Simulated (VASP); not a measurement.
# Bi (C2/m) in VASP: further runs, part 2 of 2

VASP 6.6.1. The steps go on from the part before.

## 3. Single point, LDA

INCAR reads:

```
PREC = Accurate
ENCUT = 520
EDIFF = 1E-6
ISMEAR = 1
SIGMA = 0.025
LREAL = F
LASPH = T
NELM = 60
ALGO = Normal
ISIF = 2
LWAVE = F
LCHARG = F
NBANDS = 22
```

KPOINTS reads:

```
regular mesh
0
Gamma
  5 5 7
```

POSCAR reads:

```
Bi
1.0
    3.4885980000     -3.1325780000      0.0000000000
    3.4885980000      3.1325780000      0.0000000000
   -1.2602350000      0.0000000000      3.1135500000
Bi
2
Direct
    0.7530610000      0.7530610000      0.8573820000
    0.2469390000      0.2469390000      0.1426180000
```

Potentials or basis: VASP PAW LDA potentials, release 64 (Bi_d).

On the command line:

```sh
$ cat potpaw_LDA.64/Bi_d/POTCAR > POTCAR
$ mpirun -np 1 vasp_std > vasp.out
```

OUTCAR:

```text
PREC = Accurate
   ENCUT = 520
   EDIFF = 1E-6
   ISMEAR = 1
   LREAL = F
   LASPH = T
   NELM = 60
   ISIF = 2

 ion  position               nearest neighbor table
   1  0.753  0.753  0.857-   2 3.21   2 3.28   2 3.28   2 3.45
   2  0.247  0.247  0.143-   1 3.21   1 3.28   1 3.28   1 3.45

  LATTYP: Found a base centered monoclinic cell.
 ALAT       =     6.9771960000
 B/A-ratio  =     0.8979475423
 C/A-ratio  =     0.4814149259
 COS(beta)  =    -0.3751898342

  Lattice vectors:

 A1 = (   3.4885980000,  -3.1325780000,   0.0000000000)
 A2 = (   3.4885980000,   3.1325780000,   0.0000000000)
 A3 = (  -1.2602350000,   0.0000000000,   3.1135500000)

Analysis of symmetry for initial positions (statically):
=====================================================================
 Subroutine PRICEL returns:
 Original cell was already a primitive cell.

 Routine SETGRP: Setting up the symmetry group for a
 base centered monoclinic supercell.

 Subroutine GETGRP returns: Found  4 space group operations
 (whereof  4 operations were pure point group operations)
 out of a pool of  4 trial point group operations.

The static configuration has the point symmetry C_2h.

Analysis of symmetry for dynamics (positions and initial velocities):
=====================================================================
 Subroutine PRICEL returns:
 Original cell was already a primitive cell.

 Routine SETGRP: Setting up the symmetry group for a
 base centered monoclinic supercell.

 Subroutine GETGRP returns: Found  4 space group operations
 (whereof  4 operations were pure point group operations)
 out of a pool of  4 trial point group operations.

The dynamic configuration has the point symmetry C_2h.

 Subroutine INISYM returns: Found  4 space group operations
 (whereof  4 operations are pure point group operations),
[... 108 lines left out ...]
   NUPDOWN=      -1.0000    fix difference up-down
   EMIN   =  10.00;   EMAX   =-10.00  energy-range for DOS
   EFERMI =   0.00;   METHOD = LEGACY
   ISMEAR =     1;   SIGMA  =   0.03  broadening in eV -4-tet -1-fermi 0-gaus
   EFERMI_NEDOS =   21; number of points for ismear=-14 and -15
   IALGO  =     38    algorithm
   IMIX   =      4    mixing-type and parameters
     AMIX     =   0.40;   BMIX     =  1.00
     AMIX_MAG =   1.60;   BMIX_MAG =  1.00
  volume/ion in A,a.u.               =      34.03       229.62
  Fermi-wavevector in a.u.,A,eV,Ry     =   1.245955  2.354514 21.121737  1.552404
  Thomas-Fermi vector in A             =   2.380154
   LORBIT       =      0    0 simple, 1 ext, 2 COOP (PROOUT), +10 PAW based schemes
   GGA     = CA    functional components
   LHFCALC =     F    Hartree Fock is set to
   AEXX    =    0.0000 exact exchange contribution
   IVDW    =     0    specifies the selected vdW correction
   LEPSILON=     F    determine dielectric tensor
   LRPA    =     F    only Hartree local field effects (RPA)
 non-spin polarized calculation
 Methfessel and Paxton  Order N= 1 SIGMA  =   0.03
  energy-cutoff  :      520.00
  volume of cell :       68.05
 maximum number of plane-waves:      1843
   NGX = 17   NGY = 17   NGZ = 13

 number of electron      30.0000001 magnetization

 Free energy of the ion-electron system (eV)
  ---------------------------------------------------
  ext. energy  EPLUGINS =         0.00000000
  ---------------------------------------------------
  free energy    TOTEN  =        -9.03490231 eV

  energy without entropy =       -9.03479061  energy(sigma->0) =       -9.03486507

 E-fermi :   6.4934     XC(G=0): -10.0324

 val. band max:        6.4856563491   @ k =  -0.2000   0.2000   0.4286
 cond. band min:       6.5826696380   @ k =  -0.2000   0.4000   0.2857
 fundamental gap:      0.0970132889
 Fermi energy:         6.4933613225

 k-point     1 :       0.0000    0.0000    0.0000
  band No.  band energies     occupation
      1     -16.3837      2.00000
      2     -16.3642      2.00000
      3     -16.3204      2.00000
      4     -16.2833      2.00000
      5     -16.2098      2.00000
      6     -16.1832      2.00000
[... 589 lines left out ...]
     21      14.3360      0.00000
     22      15.1336      0.00000

 [... further k-points ...]

------------------------ aborting loop because EDIFF is reached ----------------------------------------

  FORCE on cell =-STRESS in cart. coord.  units (eV):
  Direction    XX          YY          ZZ          XY          YZ          ZX
  --------------------------------------------------------------------------------------
  -------------------------------------------------------------------------------------
  Total       -1.6026920     -1.3071623     -1.5683525      0.0000000      0.0000000      0.1975360
  in kB      -37.7330569    -30.7752397    -36.9245831      0.0000000      0.0000000      4.6506995
  external PRESSURE =     -35.1442932 kB  Pullay stress =       0.0000000 kB

 VOLUME and BASIS-vectors are now :
 -----------------------------------------------------------------------------
  energy-cutoff  :      520.00
  volume of cell :       68.05
      direct lattice vectors                 reciprocal lattice vectors
     3.488598000 -3.132578000  0.000000000     0.143324052 -0.159612945  0.058011590
     3.488598000  3.132578000  0.000000000     0.143324052  0.159612945  0.058011590
    -1.260235000  0.000000000  3.113550000     0.000000000  0.000000000  0.321176792

 POSITION                                       TOTAL-FORCE (eV/Angst)
 -----------------------------------------------------------------------------------
      4.17375      0.00000      2.66950         0.111564      0.000000      0.040390
      1.54321      0.00000      0.44405        -0.111564      0.000000     -0.040390
 -----------------------------------------------------------------------------------
    total drift:                               -0.000000      0.000000      0.000000

  FREE ENERGIE OF THE ION-ELECTRON SYSTEM (eV)
  ---------------------------------------------------
  free  energy   TOTEN  =        -9.0349023094 eV

  energy  without entropy=       -9.0347906060  energy(sigma->0) =       -9.03486507
```

stdout:

```text
POSCAR found type information on POSCAR Bi
 POSCAR found :  1 types and       2 ions
 scaLAPACK will be used
 LDA part: xc-table for (Slater(with rela. corr.)+CA(PZ))
 , standard interpolation
 POSCAR, INCAR and KPOINTS ok, starting setup
 FFT: planning ... GRIDC
 FFT: planning ... GRID_SOFT
 FFT: planning ... GRID
 WAVECAR not read
 entering main loop
```

It took 23 s on 1 thread of AMD EPYC 9R45 (Zen 5), shared host; peak memory 0.16 GiB.

Results:

```
Free energy            : -9.0349 eV
Pressure               : -3.5 GPa
Largest force          : 0.119 eV/Å
Band gap on the k mesh : zero (band 15 reaches 9.67 eV, above the bottom of band 16 at 4.69 eV)
```

Forces in eV/Å, atoms in the order of the input:
```
Bi   0.112  0.000  0.040
Bi  -0.112  0.000 -0.040
```

Stress tensor (GPa, compression positive):
```
-3.77  0.00  0.47
 0.00 -3.08  0.00
 0.47  0.00 -3.69
```

Levels at points of the mesh, in eV from the Fermi level:
| k point | band 13 | band 14 | band 15 | band 16 | band 17 | band 18 |
| --- | --- | --- | --- | --- | --- | --- |
| (0.00, 0.00, 0.00) | -3.05 | -2.76 | 2.84 | 3.05 | 3.71 | 4.08 |

Caveat: spin-orbit coupling is left out, which moves the levels of the heavy elements.

## 4. Single point, LDA

INCAR reads:

```
SYSTEM = Bi
ALGO = Fast
EDIFF = 1E-6
ENCUT = 520
ISIF = 2
ISMEAR = 1
LASPH = .TRUE.
LCHARG = .TRUE.
LELF = .TRUE.
LREAL = .FALSE.
LVHAR = .TRUE.
LWAVE = .FALSE.
NBANDS = 22
NELM = 80
PREC = Accurate
SIGMA = 0.01
```

KPOINTS reads:

```
k-points
0
G
  5 5 7
  0 0 0
```

POSCAR is that of step 3.

On the command line:

```sh
$ cat potpaw_LDA.64/Bi_d/POTCAR > POTCAR
$ mpirun -np 1 vasp_std > vasp.out
```

Wall time 32 s (1 thread of AMD EPYC 9R45 (Zen 5), shared host); peak memory 0.16 GiB.

The run converged. Its results:

```
Free energy            : -9.0348 eV
Pressure               : -3.5 GPa
Largest force          : 0.118 eV/Å
Band gap on the k mesh : zero (band 15 reaches 9.67 eV, above the bottom of band 16 at 4.69 eV)
```

Forces on the atoms (eV/Å):
```
Bi   0.111  0.000  0.040
Bi  -0.111  0.000 -0.040
```

Stress tensor (GPa, compression positive):
```
-3.79  0.00  0.48
 0.00 -3.12  0.00
 0.48  0.00 -3.74
```

Levels at points of the mesh, in eV from the Fermi level:
```tsv
k point	band 11	band 12	band 13	band 14	band 15	band 16	band 17	band 18	band 19	band 20
(0.00, 0.00, 0.00)	-13.08	-9.17	-3.04	-2.76	2.85	3.05	3.72	4.08	4.24	6.81
```

Caveat: spin-orbit coupling is left out, which moves the levels of the heavy elements.

## 5. Single point, LDA

INCAR reads:

```
PREC = Accurate ; ENCUT = 520
EDIFF = 1E-6 ; ISMEAR = 1
SIGMA = 0.005 ; LREAL = False
LASPH = True ; NELM = 100
ALGO = Normal ; ISIF = 2
LWAVE = False ; LCHARG = False
GGA = CA ; NBANDS = 22
```

KPOINTS reads:

```
regular mesh
0
Gamma
  5 5 7
```

POSCAR is that of step 4.

On the command line:

```sh
$ cat potpaw_LDA.64/Bi_d/POTCAR > POTCAR
$ mpirun -np 1 vasp_std > vasp.out
```

Wall time 24 s (1 thread of AMD EPYC 9R45 (Zen 5), shared host); peak memory 0.16 GiB.

Results (log left out):

* Free energy: -9.0348 eV
* Pressure: -3.5 GPa
* Largest force: 0.119 eV/Å
* Band gap on the k mesh: zero (band 15 reaches 9.67 eV, above the bottom of band 16 at 4.69 eV)

Forces in eV/Å, atoms in the order of the input:
```
Bi   0.112  0.000  0.040
Bi  -0.112  0.000 -0.040
```

Stress tensor (GPa, compression positive):
```
-3.77  0.00  0.47
 0.00 -3.08  0.00
 0.47  0.00 -3.69
```

Levels at points of the mesh, in eV from the Fermi level:
```csv
k point,band 11,band 12,band 13,band 14,band 15,band 16,band 17,band 18,band 19,band 20
"(0.00, 0.00, 0.00)",-13.08,-9.17,-3.04,-2.75,2.85,3.05,3.72,4.08,4.24,6.81
```

Caveat: spin-orbit coupling is left out, which moves the levels of the heavy elements.

## 6. The runs side by side

```csv
smearing,gap on the mesh (eV),pressure (GPa),largest force (eV/Å)
methfessel-paxton 0.05 eV,none,-3.5,0.12
methfessel-paxton 0.025 eV,none,-3.5,0.12
methfessel-paxton 0.01 eV,none,-3.5,0.12
methfessel-paxton 0.005 eV,none,-3.5,0.12
```

Alike in all rows: task single point; level LDA; potentials or basis VASP PAW LDA potentials, release 64 (Bi_d); no spin polarisation; cell as given; k mesh 5 × 5 × 7; cutoff (eV) 520.

Every run on the cell as given and a fine mesh finds a metal.

Caveats: spin-orbit coupling is left out, which moves the levels of the heavy elements.

Total energies depend on the potentials used, so only differences within one code and one set of settings carry meaning.
